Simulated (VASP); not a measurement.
Here is a VASP 6.6.1 calculation.

The input INCAR:

```
SYSTEM = PbS
PREC = Accurate
ENCUT = 520
EDIFF = 1E-6
ISMEAR = 0
SIGMA = 0.05
LREAL = .FALSE.
LASPH = .TRUE.
NELM = 80
ALGO = Normal
ISIF = 2
LWAVE = .FALSE.
LCHARG = .TRUE.
GGA = PS
LELF = .TRUE.
LVHAR = .TRUE.
NBANDS = 17
```

KPOINTS

```
Automatic mesh
0
G
  10 10 10
  0 0 0
```

The input POSCAR:

```
PbS
1.0
    0.0000000000      2.9400050500      2.9400050500
    2.9400050500      0.0000000000      2.9400050500
    2.9400050500      2.9400050500      0.0000000000
Pb S
1 1
Direct
    0.0000000000      0.0000000000      0.0000000000
    0.5000000000      0.5000000000      0.5000000000
```

Potentials or basis: VASP PAW PBE potentials, release 64 (Pb_d, S).

Launch:

```sh
$ cat potpaw_PBE.64/Pb_d/POTCAR potpaw_PBE.64/S/POTCAR > POTCAR
$ mpirun -np 1 vasp_std > vasp.out
```

Q: Predict the band gap on the k mesh.

A: 0.15 eV.

Q: Predict the pressure.

A: 0.7 GPa.

Caveat: the cell differs from its parent crystal (strained); the PAW data sets were made with another functional, which shifts forces and pressure a little; spin-orbit coupling is left out, which moves the levels of the heavy elements. A k mesh can miss the band edges.
